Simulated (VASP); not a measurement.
# Cs (I4/mmm) in VASP: further runs, part 2 of 2

VASP 6.6.1. The steps go on from the part before.

## 3. Single point, PBE (strain +0.0175 x Voigt [0, 1, 0, 0, 0, 0])

The input, INCAR:

```
ALGO = Fast
EDIFF = 1E-7
ENCUT = 520
GGA = PE
ISIF = 2
ISMEAR = 0
LASPH = True
LCHARG = True
LELF = True
LREAL = False
LVHAR = True
LWAVE = False
NBANDS = 10
NELM = 60
PREC = Accurate
SIGMA = 0.15
```

The input, KPOINTS:

```
k-points
0
Gamma
  12 12 12
```

The input, POSCAR:

```
Cs
1.0
   -3.0225000000      3.0753937500      3.0225000000
    3.0225000000     -3.0753937500      3.0225000000
    3.0225000000      3.0753937500     -3.0225000000
Cs
1
Direct
    0.0000000000      0.0000000000      0.0000000000
```

Potentials or basis: VASP PAW PBE potentials, release 64 (Cs_sv).

Command:

```
cat potpaw_PBE.64/Cs_sv/POTCAR > POTCAR
mpirun -np 1 vasp_std > vasp.out
```

OUTCAR:

```text
EDIFF = 1E-7
   ENCUT = 520
   GGA = PE
   ISIF = 2
   ISMEAR = 0
   LASPH = True
   LREAL = False
   NELM = 60
   PREC = Accurate

 ion  position               nearest neighbor table
   1  0.000  0.000  0.000-

  LATTYP: Found a body centered tetragonal cell.
 ALAT       =     6.0450000000
 C/A-ratio  =     1.0175000000

  Lattice vectors:

 A1 = (  -3.0225000000,  -3.0753937500,   3.0225000000)
 A2 = (   3.0225000000,  -3.0753937500,  -3.0225000000)
 A3 = (   3.0225000000,   3.0753937500,   3.0225000000)

Analysis of symmetry for initial positions (statically):
=====================================================================
 Subroutine PRICEL returns:
 Original cell was already a primitive cell.

 Routine SETGRP: Setting up the symmetry group for a
 body centered tetragonal supercell.

 Subroutine GETGRP returns: Found 16 space group operations
 (whereof 16 operations were pure point group operations)
 out of a pool of 16 trial point group operations.

The static configuration has the point symmetry D_4h.

Analysis of symmetry for dynamics (positions and initial velocities):
=====================================================================
 Subroutine PRICEL returns:
 Original cell was already a primitive cell.

 Routine SETGRP: Setting up the symmetry group for a
 body centered tetragonal supercell.

 Subroutine GETGRP returns: Found 16 space group operations
 (whereof 16 operations were pure point group operations)
 out of a pool of 16 trial point group operations.

The dynamic configuration has the point symmetry D_4h.

 Subroutine INISYM returns: Found 16 space group operations
 (whereof 16 operations are pure point group operations),
 and found     1 'primitive' translations

----------------------------------------------------------------------------------------

                                     Primitive cell

  volume of cell :     112.3811

  direct lattice vectors                    reciprocal lattice vectors
    -3.022500000  3.075393750  3.022500000     0.000000000  0.162580808  0.165425972
     3.022500000 -3.075393750  3.022500000     0.165425972  0.000000000  0.165425972
     3.022500000  3.075393750 -3.022500000     0.165425972  0.162580808  0.000000000

  length of vectors
     5.265838890  5.265838890  5.265838890     0.231944543  0.233947653  0.231944543

  position of ions in fractional coordinates (direct lattice)
     0.000000000  0.000000000  0.000000000

  ion indices of the primitive-cell ions
   primitive index   ion index
                 1           1

----------------------------------------------------------------------------------------

 KPOINTS: k-points

Automatic generation of k-mesh.
 Grid dimensions read from file:
 generate k-points for:   12   12   12

 Generating k-lattice:

  Cartesian coordinates                     Fractional coordinates (reciprocal lattice)
     0.000000000  0.013548401  0.013785498     0.083333333  0.000000000  0.000000000
     0.013785498  0.000000000  0.013785498     0.000000000  0.083333333  0.000000000
     0.013785498  0.013548401  0.000000000     0.000000000  0.000000000  0.083333333

  Length of vectors
     0.019328712  0.019495638  0.019328712

  Shift w.r.t. Gamma in fractional coordinates (k-lattice)
     0.000000000  0.000000000  0.000000000

 Subroutine IBZKPT returns following result:
 ===========================================

 Found    163 irreducible k-points:

 Following reciprocal coordinates:
            Coordinates               Weight
  0.000000  0.000000  0.000000      1.000000
  0.083333  0.000000  0.000000      8.000000
  0.166667  0.000000  0.000000      8.000000
  0.250000  0.000000  0.000000      8.000000
  0.333333  0.000000 -0.000000      8.000000
  0.416667  0.000000  0.000000      8.000000
[... 16 lines left out ...]
  0.333333  0.166667 -0.000000     16.000000
  0.416667  0.166667  0.000000     16.000000
 [... further k-points ...]
   k-points           NKPTS =    163   k-points in BZ     NKDIM =    163   number of bands    NBANDS=     10
   number of dos      NEDOS =    301   number of ions     NIONS =      1
   total plane-waves  NPLWV =  64000
   dimension x,y,z NGX =    40 NGY =   40 NGZ =   40
   dimension x,y,z NGXF=    80 NGYF=   80 NGZF=   80
   ions per type =               1
   NGX,Y,Z   is equivalent  to a cutoff of  12.63, 12.63, 12.63 a.u.
   NGXF,Y,Z  is equivalent  to a cutoff of  25.26, 25.26, 25.26 a.u.
 SYSTEM =  unknown system
   PREC   = accura    normal or accurate (medium, high low for compatibility)
   ISTART =      0    job   : 0-new  1-cont  2-samecut
   ICHARG =      2    charge: 1-file 2-atom 10-const
   ISPIN  =      1    spin polarized calculation?
   LNONCOLLINEAR =      F non collinear calculations
   LSORBIT =      F    spin-orbit coupling
   LASPH  =      T    aspherical Exc in radial PAW
   ENCUT  =  520.0 eV  38.22 Ry    6.18 a.u.   9.79  9.79  9.79*2*pi/ulx,y,z
   NELM   =     60;   NELMIN=  2; NELMDL= -5     # of ELM steps
   EDIFF  = 0.1E-06   stopping-criterion for ELM
   LREAL  =      F    real-space projection
   EDIFFG = 0.1E-05   stopping-criterion for IOM
   NSW    =      0    number of steps for IOM
   IBRION =     -1    ionic relax: 0-MD 1-quasi-New 2-CG
   NFREE  =      0    steps in history (QN), initial steepest desc. (CG)
   ISIF   =      2    stress and relaxation
   ISYM   =      2    0-nonsym 1-usesym 2-fastsym
   POTIM  = 0.5000    time-step for ionic-motion
   TEBEG  =    0.0;   TEEND  =   0.0 temperature during run
   PSTRESS=    0.0 pullay stress
   NELECT =       9.0000    total number of electrons
   NUPDOWN=      -1.0000    fix difference up-down
   EMIN   =  10.00;   EMAX   =-10.00  energy-range for DOS
   EFERMI =   0.00;   METHOD = LEGACY
   ISMEAR =     0;   SIGMA  =   0.15  broadening in eV -4-tet -1-fermi 0-gaus
   EFERMI_NEDOS =   21; number of points for ismear=-14 and -15
   IALGO  =     68    algorithm
   IMIX   =      4    mixing-type and parameters
     AMIX     =   0.40;   BMIX     =  1.00
     AMIX_MAG =   1.60;   BMIX_MAG =  1.00
  volume/ion in A,a.u.               =     112.38       758.39
  Fermi-wavevector in a.u.,A,eV,Ry     =   0.705653  1.333491  6.774970  0.497946
  Thomas-Fermi vector in A             =   1.791222
   LORBIT       =      0    0 simple, 1 ext, 2 COOP (PROOUT), +10 PAW based schemes
   GGA     = PE    functional components
   LHFCALC =     F    Hartree Fock is set to
   AEXX    =    0.0000 exact exchange contribution
   IVDW    =     0    specifies the selected vdW correction
   LEPSILON=     F    determine dielectric tensor
   LRPA    =     F    only Hartree local field effects (RPA)
 non-spin polarized calculation
 RMM-DIIS sequential band-by-band and
 Gauss-broadening in eV      SIGMA  =   0.15
  energy-cutoff  :      520.00
  volume of cell :      112.38
 maximum number of plane-waves:      3059
   NGX = 19   NGY = 19   NGZ = 19

 number of electron       8.9999999 magnetization

 Free energy of the ion-electron system (eV)
  ---------------------------------------------------
  ext. energy  EPLUGINS =         0.00000000
  ---------------------------------------------------
  free energy    TOTEN  =        -0.85603387 eV

  energy without entropy =       -0.83981361  energy(sigma->0) =       -0.84792374

 E-fermi :   0.5117     XC(G=0):  -5.4652

 val. band max:        0.5062400260   @ k =   0.4167  -0.3333   0.1667
 cond. band min:       0.5244763432   @ k =   0.5000   0.2500  -0.0000
 fundamental gap:      0.0182363172
 Fermi energy:         0.5117150102

 k-point     1 :       0.0000    0.0000    0.0000
  band No.  band energies     occupation
      1     -23.3330      2.00000
      2     -10.0725      2.00000
      3     -10.0724      2.00000
      4     -10.0724      2.00000
      5      -1.1894      2.00000
      6       2.9957      0.00000
      7       2.9957      0.00000
      8       3.0679      0.00000
      9       3.8406      0.00000
     10       3.9445      0.00000
[... 287 lines left out ...]
 k-point    24 :       0.4167    0.1667    0.0000
  band No.  band energies     occupation
      1     -23.3251      2.00000
      2     -10.2081      2.00000
      3     -10.1342      2.00000
      4     -10.0841      2.00000
      5       0.7801      0.01138
      6       1.3780      0.00000
      7       2.0093      0.00000
      8       3.5683      0.00000
      9       4.2934      0.00000
     10       4.7154      0.00000

 [... further k-points ...]

------------------------ aborting loop because EDIFF is reached ----------------------------------------

  FORCE on cell =-STRESS in cart. coord.  units (eV):
  Direction    XX          YY          ZZ          XY          YZ          ZX
  --------------------------------------------------------------------------------------
  -------------------------------------------------------------------------------------
  Total        0.0543899      0.0519075      0.0543899     -0.0000000      0.0000000      0.0000000
  in kB        0.7754177      0.7400265      0.7754177     -0.0000000      0.0000000      0.0000000
  external PRESSURE =       0.7636207 kB  Pullay stress =       0.0000000 kB

 VOLUME and BASIS-vectors are now :
 -----------------------------------------------------------------------------
  energy-cutoff  :      520.00
  volume of cell :      112.38
      direct lattice vectors                 reciprocal lattice vectors
    -3.022500000  3.075393750  3.022500000     0.000000000  0.162580808  0.165425972
     3.022500000 -3.075393750  3.022500000     0.165425972  0.000000000  0.165425972
     3.022500000  3.075393750 -3.022500000     0.165425972  0.162580808  0.000000000

 POSITION                                       TOTAL-FORCE (eV/Angst)
 -----------------------------------------------------------------------------------
      0.00000      0.00000      0.00000         0.000000     -0.000000     -0.000000
 -----------------------------------------------------------------------------------
    total drift:                               -0.000000     -0.000000      0.000000

  FREE ENERGIE OF THE ION-ELECTRON SYSTEM (eV)
  ---------------------------------------------------
  free  energy   TOTEN  =        -0.8560338652 eV

  energy  without entropy=       -0.8398136092  energy(sigma->0) =       -0.84792374
```

stdout:

```text
POSCAR found type information on POSCAR Cs
 POSCAR found :  1 types and       1 ions
 scaLAPACK will be used
 LDA part: xc-table for (Slater+PW92), standard interpolation
 POSCAR, INCAR and KPOINTS ok, starting setup
 FFT: planning ... GRIDC
 FFT: planning ... GRID_SOFT
 FFT: planning ... GRID
 WAVECAR not read
 entering main loop
WARNING in EDDRMM: call to ZHEGV failed, returncode =   6  3      5
```

Wall time 3.6 min (1 thread of Oxide Virtual Turin-like, shared host); peak memory 0.31 GiB.

What came out:

* Free energy: -0.8560 eV
* Pressure: 0.1 GPa
* Band gap on the k mesh: zero (an odd number of electrons rules out a gap without spin polarisation)

Caveat: the cell differs from its parent crystal (strain +0.0175 x Voigt [0, 1, 0, 0, 0, 0]); spin-orbit coupling is left out, which moves the levels of the heavy elements.

The gap in the log of VASP goes by the Fermi energy; the results here count the filled bands.